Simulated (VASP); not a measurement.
GaAs (dsol):

```xyz
2
Lattice="0.0000 2.8751 2.8751 2.8751 0.0000 2.8751 2.8751 2.8751 0.0000" Properties=species:S:1:pos:R:3 pbc="T T T"
Ga    0.0000    0.0000    0.0000
As    4.3126    4.3126    4.3126
```

| Item | Value |
| --- | --- |
| Program | VASP 6.6.1 |
| Task | relaxation of cell and atoms |
| Functional | PBEsol |
| Potentials or basis | VASP PAW PBE potentials, release 64 (Ga_d, As) |
| Cutoff | 600 eV |
| k mesh | 10 × 10 × 10 |
| Occupations | gaussian, width 0.01 eV |
| Spin | no spin polarisation |

At the start: pressure -2.9 GPa; volume 23.77 Å³/atom.

**Question.** How do energy, volume and symmetry change on relaxing?

**Answer.** Over 27 steps the energy falls by 9.9 meV/atom and the volume is 22.71 Å³/atom (-4.4 %); space group F-43m (No. 216, to 0.05 Å).

The path:
| step | energy change (eV) | largest force (eV/Å) | pressure (GPa) | volume (Å³) |
| --- | --- | --- | --- | --- |
| 1 | 0.0000 | 0.0000 | -2.87 | 47.53 |
| 2 | -0.0172 | 0.0000 | 1.15 | 44.66 |
| 3 | -0.0199 | 0.0000 | 0.03 | 45.40 |
| 4 | -0.0199 | 0.0000 | -0.09 | 45.44 |
| 5 | -0.0199 | 0.0000 | -0.07 | 45.44 |
| 6 | -0.0199 | 0.0000 | 0.02 | 45.43 |
| 7 | -0.0199 | 0.0000 | -0.04 | 45.43 |
| 8 | -0.0199 | 0.0000 | -0.05 | 45.43 |
| 9 | -0.0199 | 0.0000 | -0.04 | 45.43 |
| 10 | -0.0199 | 0.0000 | -0.04 | 45.43 |
| 11 | -0.0199 | 0.0000 | -0.05 | 45.43 |
| 12 | -0.0199 | 0.0000 | -0.05 | 45.43 |
| 13 | -0.0199 | 0.0000 | -0.05 | 45.43 |
| 14 | -0.0199 | 0.0000 | -0.05 | 45.43 |
| 15 | -0.0199 | 0.0000 | -0.05 | 45.43 |
| 16 | -0.0199 | 0.0000 | -0.05 | 45.43 |
| 17 | -0.0199 | 0.0000 | -0.05 | 45.43 |
| 18 | -0.0199 | 0.0000 | -0.05 | 45.43 |
| 19 | -0.0199 | 0.0000 | -0.05 | 45.43 |
| 20 | -0.0199 | 0.0000 | -0.05 | 45.43 |
| 21 | -0.0199 | 0.0000 | -0.05 | 45.43 |
| 22 | -0.0199 | 0.0000 | -0.05 | 45.43 |
| 23 | -0.0199 | 0.0000 | -0.05 | 45.43 |
| 24 | -0.0199 | 0.0000 | -0.05 | 45.43 |
| 25 | -0.0199 | 0.0000 | -0.05 | 45.43 |
| 26 | -0.0199 | 0.0000 | -0.05 | 45.43 |
| 27 | -0.0199 | 0.0000 | 0.01 | 45.42 |

Final structure:
```yaml
crystal:
  lattice:
    - [0.00000, 2.83189, 2.83189]
    - [2.83189, 0.00000, 2.83189]
    - [2.83189, 2.83189, 0.00000]
  atoms:
    - { symbol: Ga, position: [0.00000, 0.00000, 0.00000] }
    - { symbol: As, position: [0.75000, 0.75000, 0.75000] }
```

Caveat: the PAW data sets were made with another functional, which shifts forces and pressure a little.
